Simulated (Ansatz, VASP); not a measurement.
**One calculation of AlN, two programs**

```
CELL_PARAMETERS angstrom
0.00000 2.03452 2.03452
2.03452 0.00000 2.03452
2.03452 2.03452 0.00000
ATOMIC_POSITIONS crystal
Al 0.50000 0.50000 0.50000
N 0.00000 0.00000 0.00000
```

Alike in both runs: functional PBE0; k mesh 8 × 8 × 8; occupations fermi-dirac, width 0.05 eV; no spin polarisation.

|  | VASP | Ansatz |
| --- | --- | --- |
| version | VASP 6.6.1 | Ansatz 0.2.0 |
| potentials or method | VASP PAW PBE potentials, release 64 (Al, N) | Ansatz PAW |
| plane-wave cutoff (eV) | 520 | 420 |
| valence electrons in the cell | 8 | 8 |
| task | single point | band structure |

|  | VASP | Ansatz | Ansatz less VASP |
| --- | --- | --- | --- |
| gap on the k mesh at the Fermi level (eV) | 6.53 | 6.59 | +0.054 |
| least direct gap on the mesh (eV) | 7.65 | 7.64 | -0.007 |
| pressure (GPa) | -7.5 | -7.6 | -0.11 |

With one functional, cell and mesh, what is left measures potentials, basis and numerics.
